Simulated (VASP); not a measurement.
# SnPb3O4 (Pmm2) in VASP: further runs, part 2 of 2

VASP 6.6.1.

## Step 3: Single point, PBE+D3(BJ)

This run uses another cell than the first one, of 19.53 Å³/atom.

INCAR

```
SYSTEM = SnPb3O4
PREC = Accurate ; ENCUT = 520
EDIFF = 1E-6 ; ISMEAR = -1
SIGMA = 0.02 ; LREAL = .False.
LASPH = .True. ; NELM = 80
ALGO = Normal ; ISIF = 2
LWAVE = .False. ; LCHARG = .False.
GGA = PE ; IVDW = 12
NBANDS = 50
```

KPOINTS

```
Automatic mesh
0
Gamma
  6 4 6
  0 0 0
```

POSCAR

```
SnPb3O4
1.0
    3.9780989034      0.0000000000      0.0000000000
    0.0000000000      7.9616029452      0.0000000000
    0.0000000000      0.0000000000      4.9335095413
Sn Pb O
1 3 4
Direct
    0.5000000000      0.0000000000      0.7735144317
    0.0000000000      0.2435569434      0.2462903061
    0.5000000000      0.5000000000      0.7611202483
    0.0000000000      0.7564430566      0.2462903061
    0.5000000000      0.2385615904     -0.0068917308
    0.0000000000      0.0000000000     -0.0197606866
    0.5000000000      0.7614384096     -0.0068917308
    0.0000000000      0.5000000000      0.0063288559
```

Potentials or basis: VASP PAW PBE potentials, release 64 (Sn_d, Pb_d, O).

Run with:

```bash
> cat potpaw_PBE.64/Sn_d/POTCAR potpaw_PBE.64/Pb_d/POTCAR potpaw_PBE.64/O/POTCAR > POTCAR
> mpirun -np 1 vasp_std > vasp.out
```

OUTCAR:

```text
SYSTEM = SnPb3O4
   PREC = Accurate
   ENCUT = 520
   EDIFF = 1E-6
   ISMEAR = -1
   LREAL = .False.
   LASPH = .True.
   NELM = 80
   ISIF = 2
   GGA = PE
   IVDW = 12
 IVDW          = 12

 ion  position               nearest neighbor table
   1  0.500  0.000  0.774-   5 2.19   7 2.19   6 2.24   6 2.24   2 3.63   2 3.63   4 3.63   4 3.63
                             4 3.81   2 3.81   2 3.81   4 3.81
   2  0.000  0.244  0.246-   6 2.34   5 2.35   5 2.35   8 2.36   1 3.63   1 3.63   3 3.72   3 3.72
                             1 3.81   1 3.81   3 3.82   3 3.82   4 3.88   4 4.08
   3  0.500  0.500  0.761-   8 2.33   8 2.33   5 2.38   7 2.38   2 3.72   2 3.72   4 3.72   4 3.72
                             4 3.82   2 3.82   2 3.82   4 3.82
   4  0.000  0.756  0.246-   6 2.34   7 2.35   7 2.35   8 2.36   1 3.63   1 3.63   3 3.72   3 3.72
                             1 3.81   1 3.81   3 3.82   3 3.82   2 3.88   2 4.08
   5  0.500  0.239  0.993-   1 2.19   2 2.35   2 2.35   3 2.38
   6  0.000  0.000  0.980-   1 2.24   1 2.24   4 2.34   2 2.34
   7  0.500  0.761  0.993-   1 2.19   4 2.35   4 2.35   3 2.38
   8  0.000  0.500  0.006-   3 2.33   3 2.33   4 2.36   2 2.36

  LATTYP: Found a simple orthorhombic cell.
 ALAT       =     3.9780989034
 B/A-ratio  =     1.2401676432
 C/A-ratio  =     2.0013587240

  Lattice vectors:

 A1 = (  -3.9780989034,   0.0000000000,   0.0000000000)
 A2 = (   0.0000000000,   0.0000000000,   4.9335095413)
 A3 = (   0.0000000000,   7.9616029452,   0.0000000000)

Analysis of symmetry for initial positions (statically):
=====================================================================
 Subroutine PRICEL returns:
 Original cell was already a primitive cell.

 Routine SETGRP: Setting up the symmetry group for a
 simple orthorhombic supercell.

 Subroutine GETGRP returns: Found  4 space group operations
 (whereof  4 operations were pure point group operations)
 out of a pool of  8 trial point group operations.

The static configuration has the point symmetry C_2v.

Analysis of symmetry for dynamics (positions and initial velocities):
=====================================================================
[... 150 lines left out ...]
   IVDW    =    12    specifies the selected vdW correction
   LEPSILON=     F    determine dielectric tensor
   LRPA    =     F    only Hartree local field effects (RPA)
 non-spin polarized calculation
  energy-cutoff  :      520.00
  volume of cell :      156.25
 maximum number of plane-waves:      4240
 NGX is ok and might be reduce to    30
   NGX = 15   NGY = 29   NGZ = 19

 number of electron      80.0000011 magnetization

 Free energy of the ion-electron system (eV)
  ---------------------------------------------------
  ext. energy  EPLUGINS =         0.00000000
  ---------------------------------------------------
  free energy    TOTEN  =       -43.61088124 eV

  energy without entropy =      -43.61088124  energy(sigma->0) =      -43.61088124

 E-fermi :   5.9301     XC(G=0):  -9.8842

 val. band max:        5.5315641454   @ k =   0.0000   0.5000   0.0000
 cond. band min:       6.3290803342   @ k =   0.5000   0.0000   0.0000
 fundamental gap:      0.7975161888
 Fermi energy:         5.9301482397

 k-point     1 :       0.0000    0.0000    0.0000
  band No.  band energies     occupation
      1     -15.3402      2.00000
      2     -15.2214      2.00000
      3     -15.1087      2.00000
      4     -15.0890      2.00000
      5     -15.0854      2.00000
      6     -13.1969      2.00000
[... 1261 lines left out ...]
     49      12.8606      0.00000
     50      12.9363      0.00000

 [... further k-points ...]

------------------------ aborting loop because EDIFF is reached ----------------------------------------

 Edisp (eV)   -1.87863

 E8    (eV) :    -0.8507

  FORCE on cell =-STRESS in cart. coord.  units (eV):
  Direction    XX          YY          ZZ          XY          YZ          ZX
  --------------------------------------------------------------------------------------
  -------------------------------------------------------------------------------------
  Total       0.12209     0.12681     0.08567     0.00000     0.00000     0.00000
  in kB       1.25188     1.30028     0.87848     0.00000     0.00000     0.00000
  external pressure =        1.14 kB  Pullay stress =        0.00 kB

 VOLUME and BASIS-vectors are now :
 -----------------------------------------------------------------------------
  energy-cutoff  :      520.00
  volume of cell :      156.25
      direct lattice vectors                 reciprocal lattice vectors
     3.978098903  0.000000000  0.000000000     0.251376354  0.000000000  0.000000000
     0.000000000  7.961602945  0.000000000     0.000000000  0.125602847  0.000000000
     0.000000000  0.000000000  4.933509541     0.000000000  0.000000000  0.202695463

 POSITION                                       TOTAL-FORCE (eV/Angst)
 -----------------------------------------------------------------------------------
      1.98905      0.00000      3.81614         0.000000      0.000000     -0.070329
      0.00000      1.93910      1.21508        -0.000000      0.002334      0.041675
      1.98905      3.98080      3.75499         0.000000      0.000000     -0.037491
      0.00000      6.02250      1.21508        -0.000000     -0.002334      0.041675
      1.98905      1.89933      4.89951         0.000000      0.007971      0.006689
      0.00000      0.00000      4.83602         0.000000      0.000000      0.007918
      1.98905      6.06227      4.89951         0.000000     -0.007971      0.006689
      0.00000      3.98080      0.03122         0.000000      0.000000      0.003175
 -----------------------------------------------------------------------------------
    total drift:                                0.000000      0.000000     -0.000749

  FREE ENERGIE OF THE ION-ELECTRON SYSTEM (eV)
  ---------------------------------------------------
  free  energy   TOTEN  =       -45.4895113617 eV

  energy  without entropy=      -45.4895113617  energy(sigma->0) =      -45.48951136
```

stdout:

```text
POSCAR found type information on POSCAR SnPbO
 POSCAR found :  3 types and       8 ions
 scaLAPACK will be used
 LDA part: xc-table for (Slater+PW92), standard interpolation
 POSCAR, INCAR and KPOINTS ok, starting setup
 FFT: planning ... GRIDC
 FFT: planning ... GRID_SOFT
 FFT: planning ... GRID
 WAVECAR not read
 entering main loop
```

Run time: 4.3 min. Hardware: 1 thread of Oxide Virtual Turin-like, shared host; peak memory 0.43 GiB.

What came out:

```yaml
Free_energy: -45.4895 eV
Pressure: 0.1 GPa
Largest_force: 0.070 eV/Å
Band_gap_on_the_k_mesh: 0.80 eV (least direct gap 2.11 eV)
Dispersion_energy_per_atom: -0.235 eV
```

Forces in eV/Å, atoms in the order of the input:
```
Sn   0.000  0.000 -0.070
Pb   0.000  0.002  0.042
Pb   0.000  0.000 -0.037
Pb   0.000 -0.002  0.042
O    0.000  0.008  0.007
O    0.000  0.000  0.008
O    0.000 -0.008  0.007
O    0.000  0.000  0.003
```

Caveat: spin-orbit coupling is left out, which moves the levels of the heavy elements.
